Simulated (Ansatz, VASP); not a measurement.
**One calculation of CoNiO2, two programs**

File INCAR:

```
PREC = Accurate ; ENCUT = 520
EDIFF = 1E-6 ; ISMEAR = -1
SIGMA = 0.05 ; LREAL = F
LASPH = T ; NELM = 150
ALGO = Normal ; ISIF = 2
LWAVE = F ; LCHARG = T
ISPIN = 2 ; MAGMOM = 1 2 0 0
LORBIT = 11 ; LMAXMIX = 4
LELF = T ; LVHAR = T
NBANDS = 28
```

Contents of KPOINTS:

```
Automatic mesh
0
Gamma
  9 9 6
```

Contents of POSCAR:

```
CoNiO2
1.0
    3.0342960520      0.0000000000      0.0000000000
    0.0000000000      3.0342960520      0.0000000000
    0.0000000000      0.0000000000      4.2502479672
Ni Co O
1 1 2
Direct
    0.0000000000      0.0000000000      0.0000000000
    0.5000000000      0.5000000000      0.5000000000
    0.0000000000      0.0000000000      0.5000000000
    0.5000000000      0.5000000000      0.0000000000
```

The input input.yaml:

```yaml
crystal:
  lattice:
    - [3.034296052, 0.0, 0.0]
    - [0.0, 3.034296052, 0.0]
    - [0.0, 0.0, 4.2502479672]
  atoms:
    - { symbol: Ni, position: [0.0, 0.0, 0.0], spin: 1.0 }
    - { symbol: Co, position: [0.5, 0.5, 0.5], spin: 2.0 }
    - { symbol: O, position: [0.0, 0.0, 0.5] }
    - { symbol: O, position: [0.5, 0.5, 0.0] }
hamiltonian:
  xc: lda
  pseudopotentials: { kind: paw }
magnetization:
  spin_polarized: true
kpoints:
  mp_grid: { grid: [9, 9, 6] }
scf:
  occupations: { method: fermi_dirac, width: 0.05 }
output:
  forces: true
  stress: true
  eigenvalues: true
  write_density: true
  write_potential: true
  elf: true
  volumetric_format: npy
```

Alike in both runs: task single point; functional LDA; k mesh 9 × 9 × 6; occupations fermi-dirac, width 0.05 eV; collinear spin.

|  | VASP | Ansatz |
| --- | --- | --- |
| version | VASP 6.6.1 | Ansatz 0.2.0 |
| potentials or method | VASP PAW LDA potentials, release 64 (Ni, Co, O) | Ansatz PAW |
| plane-wave cutoff (eV) | 520 | 420 |
| valence electrons in the cell | 31 | 47 |

|  | VASP | Ansatz | Ansatz less VASP |
| --- | --- | --- | --- |
| gap on the k mesh at the Fermi level (eV) | none | none | - |
| pressure (GPa) | -25.4 | -24.6 | +0.82 |
| traceless stress, the component that is largest in VASP (GPa) | 0.07 | 0.05 | -0.025 |
| net moment per atom (μB) | 0.87 | 0.93 | +0.054 |
| size of the moment on the site where the two differ most (μB) | 0.62 | 0.69 | +0.065 |

LDA's correlation is that of Perdew and Zunger in VASP and of Perdew and Wang (1992) in Ansatz. Site moments also hang on the region over which each program counts them. A gap of «none» marks a metal or a gap that the smearing closes. VASP's potentials hold 31 valence electrons a cell and Ansatz's 47, so a difference there can come from the potentials and not from the codes.
